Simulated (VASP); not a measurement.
Wanted: the native input for a VASP 6.6.1 run.

| Item | Value |
| --- | --- |
| Task | single point |
| Functional | PBE |
| Potentials or basis | VASP PAW PBE potentials, release 64 (Mg) |
| Cutoff | 520 eV |
| k mesh | 18 × 18 × 18 |
| Occupations | gaussian, width 0.15 eV |
| Spin | no spin polarisation |
| Dipole correction | no |
| Further INCAR settings | ALGO = Fast; EDIFF = 1e-06; NBANDS = 7 |

The structure of Mg lies in POSCAR:

```
Mg
1.0
   -1.7070500000      1.7070500000      1.7730500000
    1.7070500000     -1.7070500000      1.7730500000
    1.7070500000      1.7070500000     -1.7730500000
Mg
1
Direct
    0.0000000000      0.0000000000      0.0000000000
```

The input as run:

INCAR

```
SYSTEM = Mg
PREC = Accurate ; ENCUT = 520
EDIFF = 1E-6 ; ISMEAR = 0
SIGMA = 0.15 ; LREAL = .FALSE.
LASPH = .TRUE. ; NELM = 80
ALGO = Fast ; ISIF = 2
LWAVE = .FALSE. ; LCHARG = .FALSE.
GGA = PE ; NBANDS = 7
```

KPOINTS

```
regular mesh
0
G
  18 18 18
  0 0 0
```

Potentials or basis: VASP PAW PBE potentials, release 64 (Mg).

Command:

```console
$ cat potpaw_PBE.64/Mg/POTCAR > POTCAR
$ mpirun -np 1 vasp_std > vasp.out
```

Results of the run:

- Pressure: 4.4 GPa
- Band gap on the k mesh: zero (bands 1 and 2 overlap by 4.55 eV)

Caveat: the cell stands under pressure.

It took 52 s on 1 thread of Intel Xeon 8259CL, with other jobs on the host, peak memory 0.2 GiB.
